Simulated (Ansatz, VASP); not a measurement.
# Re, level by level in two programs

```
Re
1.0
     2.79713    0.00000    0.00000
    -1.39857    2.42239    0.00000
     0.00000    0.00000    4.51687
Re
2
Direct
  0.66667 0.33333 0.75000
  0.33333 0.66667 0.25000
```

Single points on this cell with VASP 6.6.1 and Ansatz 0.2.0. Each row is one pair of runs. Alike in all rows: spin: off; k mesh: 11 × 11 × 6; smearing: fermi-dirac, width 0.05 eV.

| level | VASP's potentials, cutoff | Ansatz's potentials, cutoff | gap on the k mesh at the Fermi level (eV), VASP | gap on the k mesh at the Fermi level (eV), Ansatz | pressure (GPa), VASP | pressure (GPa), Ansatz |
| --- | --- | --- | --- | --- | --- | --- |
| LDA | VASP PAW LDA potentials, release 64 (Re), 520 eV | Ansatz PAW, 420 eV | none | none | -22.2 | -23.0 |
| r2SCAN | VASP PAW PBE potentials, release 64 (Re), 520 eV | Ansatz PAW, 500 eV | none | none | -14.5 | -14.2 |
| PBE+D3(BJ) | VASP PAW PBE potentials, release 64 (Re), 520 eV | Ansatz PAW, 420 eV | none | none | -15.4 | -14.8 |

Pressure (GPa): the two programs differ by at most 0.78.

VASP's potentials hold 14 valence electrons a cell and Ansatz's 30, so a difference there can come from the potentials and not from the codes.

A gap of «none» marks a metal or a gap that the smearing closes.

Spin-orbit coupling is off throughout.
